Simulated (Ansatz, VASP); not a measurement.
# CdC2: VASP beside Ansatz

```
Cd C
1.0
    -2.04937    2.04937    2.69344
     2.04937   -2.04937    2.69344
     2.04937    2.04937   -2.69344
Cd C
1 2
Direct
  0.00000 0.00000 0.00000
  0.61487 0.61487 0.00000
  0.38513 0.38513 0.00000
```

Alike in both runs: functional LDA; k mesh 8 × 8 × 8; no spin polarisation.

Ansatz relaxed the structure, and its values are those at the end. VASP's run is a single point on that final structure, the one shown.

|  | VASP | Ansatz |
| --- | --- | --- |
| version | VASP 6.6.1 | Ansatz 0.2.0 |
| potentials or method | VASP PAW LDA potentials, release 64 (Cd_sv_GW, C), cutoff 600 eV | scalar-relativistic, plane waves, PAW |
| occupations | gaussian, width 0.01 eV | fixed |
| valence electrons in the cell | 28 | 28 |

```csv
,VASP,Ansatz,Ansatz less VASP
gap on the k mesh at the Fermi level (eV),3.25,3.26,+0.005
least direct gap on the mesh (eV),3.83,3.84,+0.004
pressure (GPa),-0.1,0.0,+0.12
rms of the force components (eV/Å),0.025,0.000,-0.0251
```

LDA's correlation is that of Perdew and Zunger in VASP and of Perdew and Wang (1992) in Ansatz.
